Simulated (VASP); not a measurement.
K2Zn2SeF4 (a cell with a defect), 9 atoms in the cell. The cell holds a defect, 9 atoms: a = 8.105 Å, b = 4.052 Å, c = 4.052 Å, α = 90.00°, β = 90.00°, γ = 90.00°. 

```yaml
Program: VASP 6.6.1
Task: single point
Functional: PBEsol
Potentials_or_basis: VASP PAW PBE potentials, release 64 (K_sv, Zn, F, Se)
Cutoff: 520 eV
k_mesh: 2 × 2 × 2, shifted
Occupations: fermi-dirac, width 0.05 eV
Spin: no spin polarisation
Dipole_correction: no
Charge: -2
Further_INCAR_settings: ALGO = Normal; EDIFF = 1e-06; NBANDS = 48; NELECT = 78.0
```

Potentials or basis: VASP PAW PBE potentials, release 64 (K_sv, Zn, F, Se).

Command:

```bash
$ cat potpaw_PBE.64/K_sv/POTCAR potpaw_PBE.64/Zn/POTCAR potpaw_PBE.64/F/POTCAR potpaw_PBE.64/Se/POTCAR > POTCAR
$ mpirun -np 1 vasp_std > vasp.out
```

Hardware: 1 thread of AMD EPYC 7R43 64-Core Processor (Zen 3), on a shared host.

Problem. Estimate the wall time of this run.

Solution. Wall time 47 s on 1 thread of AMD EPYC 7R43 64-Core Processor (Zen 3), on a shared host, peak memory 0.2 GiB. Counts: scf iterations 16, k points 4.
